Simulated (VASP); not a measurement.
# Mo (C2/c) in VASP: notebook, part 2 of 2

VASP 6.6.1.

## (3) Single point, PBEsol (volume scaled by 1.04)

Input file INCAR:

```
SYSTEM = Mo
ALGO = Normal ; EDIFF = 1E-7
ENCUT = 520 ; GGA = PS
ISIF = 2 ; ISMEAR = -1
LASPH = .True. ; LCHARG = .False.
LREAL = .False. ; LWAVE = .False.
NBANDS = 21 ; NELM = 80
PREC = Accurate ; SIGMA = 0.1
```

Input file KPOINTS:

```
k-points
0
Gamma
  15 15 8
  0 0 0
```

Input file POSCAR:

```
Mo
1.0
   -1.9224562284      1.9222183163      1.3297379536
    1.9222183163     -1.9224562284      1.3297379536
    3.1712768062      3.1712768062     -1.3301736901
Mo
2
Direct
    0.9999516566      0.0000483434      0.0000000000
    0.7500483434      0.2499516566      0.5000000000
```

Potentials or basis: VASP PAW PBE potentials, release 64 (Mo_sv).

Launch:

```bash
$ cat potpaw_PBE.64/Mo_sv/POTCAR > POTCAR
$ mpirun -np 1 vasp_std > vasp.out
```

OUTCAR:

```text
SYSTEM = Mo
   EDIFF = 1E-7
   ENCUT = 520
   GGA = PS
   ISIF = 2
   ISMEAR = -1
   LASPH = .True.
   LREAL = .False.
   NELM = 80
   PREC = Accurate

 ion  position               nearest neighbor table
   1  1.000  0.000  0.000-   2 2.71   2 2.71   2 2.71   2 2.71   2 3.29   2 3.29   2 3.30   2 3.30

   2  0.750  0.250  0.500-   1 2.71   1 2.71   1 2.71   1 2.71   1 3.29   1 3.29   1 3.30   1 3.30

  Warning from LATTYP: Got some problem with cell dimensions!
  Tried to take original basis but could not verify dimensions!
  LATTYP: Found a base centered monoclinic cell.
 ALAT       =     2.6594759285
 B/A-ratio  =     2.0444595214
 C/A-ratio  =     1.7587655124
 COS(beta)  =    -0.2840758552

  Lattice vectors:

 A1 = (   1.9224562284,  -1.9222183163,  -1.3297379536)
 A2 = (  -1.9222183163,   1.9224562284,  -1.3297379536)
 A3 = (   3.1710388941,   3.1710388941,   1.3293022171)

Analysis of symmetry for initial positions (statically):
=====================================================================
 Subroutine PRICEL returns:
 Original cell was already a primitive cell.

 Routine SETGRP: Setting up the symmetry group for a
 base centered monoclinic supercell.

 Subroutine GETGRP returns: Found  4 space group operations
 (whereof  2 operations were pure point group operations)
 out of a pool of  4 trial point group operations.

The static configuration has the point symmetry C_2 .
 The point group associated with its full space group is C_2h.

Analysis of symmetry for dynamics (positions and initial velocities):
=====================================================================
 Subroutine PRICEL returns:
 Original cell was already a primitive cell.

 Routine SETGRP: Setting up the symmetry group for a
 base centered monoclinic supercell.

 Subroutine GETGRP returns: Found  4 space group operations
 (whereof  2 operations were pure point group operations)
 out of a pool of  4 trial point group operations.

The dynamic configuration has the point symmetry C_2 .
 The point group associated with its full space group is C_2h.

 Subroutine INISYM returns: Found  4 space group operations
 (whereof  2 operations are pure point group operations),
 and found     1 'primitive' translations

----------------------------------------------------------------------------------------

                                     Primitive cell

  volume of cell :      32.4245

  direct lattice vectors                    reciprocal lattice vectors
    -1.922456228  1.922218316  1.329737954    -0.051188627  0.208911412  0.376028044
     1.922218316 -1.922456228  1.329737954     0.208911412 -0.051188627  0.376028044
     3.171276806  3.171276806 -1.330173690     0.157671119  0.157671119  0.000028210

  length of vectors
     3.026378071  3.026378071  4.677964858     0.433198966  0.433198966  0.222980636

  position of ions in fractional coordinates (direct lattice)
     0.999951657  0.000048343  0.000000000
     0.750048343  0.249951657  0.500000000

  ion indices of the primitive-cell ions
   primitive index   ion index
                 1           1
                 2           2

----------------------------------------------------------------------------------------

 KPOINTS: k-points

Automatic generation of k-mesh.
 Grid dimensions read from file:
 generate k-points for:   15   15    8

 Generating k-lattice:

  Cartesian coordinates                     Fractional coordinates (reciprocal lattice)
    -0.003412575  0.013927427  0.025068536     0.066666667 -0.000000000  0.000000000
     0.013927427 -0.003412575  0.025068536    -0.000000000  0.066666667  0.000000000
     0.019708890  0.019708890  0.000003526     0.000000000  0.000000000  0.125000000

  Length of vectors
     0.028879931  0.028879931  0.027872580

  Shift w.r.t. Gamma in fractional coordinates (k-lattice)
     0.000000000  0.000000000  0.000000000

 Subroutine IBZKPT returns following result:
 ===========================================

 Found    488 irreducible k-points:

 Following reciprocal coordinates:
            Coordinates               Weight
  0.000000  0.000000  0.000000      1.000000
  0.066667  0.000000  0.000000      4.000000
  0.133333  0.000000  0.000000      4.000000
  0.200000 -0.000000  0.000000      4.000000
  0.266667  0.000000  0.000000      4.000000
  0.333333 -0.000000  0.000000      4.000000
[... 16 lines left out ...]
  0.133333  0.133333  0.000000      2.000000
  0.200000  0.133333 -0.000000      4.000000
 [... further k-points ...]
   k-points           NKPTS =    488   k-points in BZ     NKDIM =    488   number of bands    NBANDS=     21
   number of dos      NEDOS =    301   number of ions     NIONS =      2
   total plane-waves  NPLWV =  20736
   dimension x,y,z NGX =    24 NGY =   24 NGZ =   36
   dimension x,y,z NGXF=    48 NGYF=   48 NGZF=   72
   ions per type =               2
   NGX,Y,Z   is equivalent  to a cutoff of  13.18, 13.18, 12.79 a.u.
   NGXF,Y,Z  is equivalent  to a cutoff of  26.37, 26.37, 25.59 a.u.
 SYSTEM =  Mo
   PREC   = accura    normal or accurate (medium, high low for compatibility)
   ISTART =      0    job   : 0-new  1-cont  2-samecut
   ICHARG =      2    charge: 1-file 2-atom 10-const
   ISPIN  =      1    spin polarized calculation?
   LNONCOLLINEAR =      F non collinear calculations
   LSORBIT =      F    spin-orbit coupling
   LASPH  =      T    aspherical Exc in radial PAW
   ENCUT  =  520.0 eV  38.22 Ry    6.18 a.u.   5.63  5.63  8.70*2*pi/ulx,y,z
   NELM   =     80;   NELMIN=  2; NELMDL= -5     # of ELM steps
   EDIFF  = 0.1E-06   stopping-criterion for ELM
   LREAL  =      F    real-space projection
   EDIFFG = 0.1E-05   stopping-criterion for IOM
   NSW    =      0    number of steps for IOM
   IBRION =     -1    ionic relax: 0-MD 1-quasi-New 2-CG
   NFREE  =      0    steps in history (QN), initial steepest desc. (CG)
   ISIF   =      2    stress and relaxation
   ISYM   =      2    0-nonsym 1-usesym 2-fastsym
   POTIM  = 0.5000    time-step for ionic-motion
   TEBEG  =    0.0;   TEEND  =   0.0 temperature during run
   PSTRESS=    0.0 pullay stress
   NELECT =      28.0000    total number of electrons
   NUPDOWN=      -1.0000    fix difference up-down
   EMIN   =  10.00;   EMAX   =-10.00  energy-range for DOS
   EFERMI =   0.00;   METHOD = LEGACY
   ISMEAR =    -1;   SIGMA  =   0.10  broadening in eV -4-tet -1-fermi 0-gaus
   EFERMI_NEDOS =   21; number of points for ismear=-14 and -15
   IALGO  =     38    algorithm
   IMIX   =      4    mixing-type and parameters
     AMIX     =   0.40;   BMIX     =  1.00
     AMIX_MAG =   1.60;   BMIX_MAG =  1.00
  volume/ion in A,a.u.               =      16.21       109.41
  Fermi-wavevector in a.u.,A,eV,Ry     =   1.558965  2.946017 33.067213  2.430372
  Thomas-Fermi vector in A             =   2.662392
   LORBIT       =      0    0 simple, 1 ext, 2 COOP (PROOUT), +10 PAW based schemes
   GGA     = PS    functional components
   LHFCALC =     F    Hartree Fock is set to
   AEXX    =    0.0000 exact exchange contribution
   IVDW    =     0    specifies the selected vdW correction
   LEPSILON=     F    determine dielectric tensor
   LRPA    =     F    only Hartree local field effects (RPA)
 non-spin polarized calculation
  energy-cutoff  :      520.00
  volume of cell :       32.42
 maximum number of plane-waves:       896
   NGX = 11   NGY = 11   NGZ = 17

 number of electron      28.0000001 magnetization

 Free energy of the ion-electron system (eV)
  ---------------------------------------------------
  ext. energy  EPLUGINS =         0.00000000
  ---------------------------------------------------
  free energy    TOTEN  =       -23.06930430 eV

  energy without entropy =      -23.02006868  energy(sigma->0) =      -23.04468649

 E-fermi :  11.6860     XC(G=0): -13.3001

 val. band max:       11.6846812467   @ k =  -0.0667   0.2667   0.1250
 cond. band min:      11.6915560344   @ k =  -0.0667  -0.2000   0.2500
 fundamental gap:      0.0068747877
 Fermi energy:        11.6859858470

 k-point     1 :       0.0000    0.0000    0.0000
  band No.  band energies     occupation
      1     -49.2557      2.00000
      2     -48.9854      2.00000
      3     -23.9399      2.00000
      4     -23.0895      2.00000
      5     -22.7179      2.00000
      6     -22.5681      2.00000
[... 13 lines left out ...]
     20      15.7699      0.00000
     21      23.0168      0.00000
[... 529 lines left out ...]
 k-point    24 :       0.2000    0.1333   -0.0000
  band No.  band energies     occupation
      1     -49.0848      2.00000
      2     -48.8983      2.00000
      3     -23.6596      2.00000
      4     -23.5439      2.00000
      5     -23.4197      2.00000
      6     -23.1069      2.00000
[... 13 lines left out ...]
     20      18.7776      0.00000
     21      23.8023      0.00000

 [... further k-points ...]
[... 5 lines left out ...]
  --------------------------------------------------------------------------------------
  -------------------------------------------------------------------------------------
  Total       -1.8341533     -1.8341533     -1.8667971     -0.0674174     -0.0017313     -0.0017313
  in kB      -90.6301517    -90.6301517    -92.2431651     -3.3312619     -0.0855496     -0.0855498
  external PRESSURE =     -91.1678229 kB  Pullay stress =       0.0000000 kB

 VOLUME and BASIS-vectors are now :
 -----------------------------------------------------------------------------
  energy-cutoff  :      520.00
  volume of cell :       32.42
      direct lattice vectors                 reciprocal lattice vectors
    -1.922456228  1.922218316  1.329737954    -0.051188627  0.208911412  0.376028044
     1.922218316 -1.922456228  1.329737954     0.208911412 -0.051188627  0.376028044
     3.171276806  3.171276806 -1.330173690     0.157671119  0.157671119  0.000028210

 POSITION                                       TOTAL-FORCE (eV/Angst)
 -----------------------------------------------------------------------------------
     -1.92227      1.92203      1.32974        -0.001961      0.001961      0.000000
      0.62416      2.54687      0.66465         0.001961     -0.001961     -0.000000
 -----------------------------------------------------------------------------------
    total drift:                               -0.000000      0.000000     -0.000000

  FREE ENERGIE OF THE ION-ELECTRON SYSTEM (eV)
  ---------------------------------------------------
  free  energy   TOTEN  =       -23.0693042990 eV

  energy  without entropy=      -23.0200686780  energy(sigma->0) =      -23.04468649
```

OSZICAR:

```text
N       E                     dE             d eps       ncg     rms          rms(c)
DAV:   1     0.269521602099E+03    0.26952E+03   -0.16757E+04 20496   0.138E+03
DAV:   2    -0.188045364986E+02   -0.28833E+03   -0.28030E+03 22976   0.428E+02
DAV:   3    -0.244999154464E+02   -0.56954E+01   -0.56140E+01 23571   0.610E+01
DAV:   4    -0.245280154490E+02   -0.28100E-01   -0.28071E-01 22521   0.454E+00
DAV:   5    -0.245282016573E+02   -0.18621E-03   -0.18620E-03 24151   0.366E-01    0.207E+01
DAV:   6    -0.232464948534E+02    0.12817E+01   -0.24491E+00 22926   0.133E+01    0.534E+00
DAV:   7    -0.230813558411E+02    0.16514E+00   -0.42157E-01 24356   0.499E+00    0.126E+00
DAV:   8    -0.230693464690E+02    0.12009E-01   -0.99986E-03 21692   0.920E-01    0.282E-01
DAV:   9    -0.230692904896E+02    0.55979E-04   -0.32001E-04 28121   0.176E-01    0.957E-02
DAV:  10    -0.230693042215E+02   -0.13732E-04   -0.25172E-05 21971   0.449E-02    0.102E-02
DAV:  11    -0.230693044211E+02   -0.19957E-06   -0.19230E-06 24191   0.126E-02    0.547E-03
DAV:  12    -0.230693043101E+02    0.11100E-06   -0.88160E-08 14178   0.253E-03    0.504E-04
DAV:  13    -0.230693042990E+02    0.11087E-07   -0.63053E-09 12408   0.885E-04
   1 F= -.23069304E+02 E0= -.23044686E+02  d E =-.492356E-01
```

It took 7 min on 1 thread of Intel Xeon 8259CL, shared host; peak memory 0.36 GiB.

What came out:

| Item | Value |
| --- | --- |
| Free energy | -23.0693 eV |
| Pressure | -9.1 GPa |
| Band gap on the k mesh | zero (band 14 reaches 12.75 eV, above the bottom of band 15 at 11.24 eV) |

Forces on the atoms (eV/Å):
```
Mo  -0.002  0.002  0.000
Mo   0.002 -0.002  0.000
```

Caveat: the PAW data sets were made with another functional, which shifts forces and pressure a little.

## (4) Single point, PBEsol (volume scaled by 1.08)

Input file INCAR:

```
SYSTEM = Mo
PREC = Accurate
ENCUT = 520
EDIFF = 1E-7
ISMEAR = -1
SIGMA = 0.1
LREAL = .False.
LASPH = .True.
NELM = 80
ALGO = Normal
ISIF = 2
LWAVE = .False.
LCHARG = .True.
GGA = PS
LELF = .True.
LVHAR = .True.
NBANDS = 21
```

Input file KPOINTS:

```
regular mesh
0
Gamma
  15 15 8
  0 0 0
```

Input file POSCAR:

```
Mo
1.0
   -1.9467937010      1.9465527770      1.3465718667
    1.9465527770     -1.9467937010      1.3465718667
    3.2114238125      3.2114238125     -1.3470131194
Mo
2
Direct
    0.9999516566      0.0000483434      0.0000000000
    0.7500483434      0.2499516566      0.5000000000
```

Launch:

```bash
$ cat potpaw_PBE.64/Mo_sv/POTCAR > POTCAR
$ mpirun -np 1 vasp_std > vasp.out
```

It took 6 min on 1 thread of Intel Xeon 8259CL, shared host; peak memory 0.37 GiB.

The run converged. Its results:

| Quantity | Value |
| --- | --- |
| Free energy | -22.9675 eV |
| Pressure | -16.9 GPa |
| Band gap on the k mesh | zero (band 14 reaches 12.09 eV, above the bottom of band 15 at 10.71 eV) |

Forces in eV/Å, atoms in the order of the input:
```
Mo  -0.002  0.002  0.000
Mo   0.002 -0.002  0.000
```

Stress tensor (GPa, compression positive):
```
-16.85  -0.72  -0.01
 -0.72 -16.85  -0.01
 -0.01  -0.01 -17.04
```

Levels at points of the mesh, in eV from the Fermi level:
| k point | band 11 | band 12 | band 13 | band 14 | band 15 | band 16 | band 17 | band 18 |
| --- | --- | --- | --- | --- | --- | --- | --- | --- |
| (0.00, 0.00, 0.00) | -2.25 | -2.04 | -1.03 | 0.43 | 0.86 | 0.88 | 1.74 | 2.07 |
| (0.00, 0.00, 0.50) | -1.96 | -1.96 | -1.34 | -1.34 | 0.31 | 0.31 | 1.37 | 1.37 |

Caveat: the PAW data sets were made with another functional, which shifts forces and pressure a little.

## (5) Summary

```csv
cell,gap on the mesh (eV),pressure (GPa)
"a = 2.987, b = 2.987, c = 4.617 Å, angles 97.2, 97.2, 127.9°, 2 atoms",none,0.5
"a = 3.026, b = 3.026, c = 4.678 Å, angles 97.2, 97.2, 127.9°, 2 atoms",none,-9.1
"a = 3.065, b = 3.065, c = 4.737 Å, angles 97.2, 97.2, 127.9°, 2 atoms",none,-16.9
```

Alike in all rows: task single point; level PBEsol; potentials or basis VASP PAW PBE potentials, release 64 (Mo_sv); no spin polarisation; k mesh 15 × 15 × 8; cutoff (eV) 520; smearing fermi-dirac 0.1 eV.

Caveats: the PAW data sets were made with another functional, which shifts forces and pressure a little.

Total energies depend on the potentials used, so only differences within one code and one set of settings carry meaning.
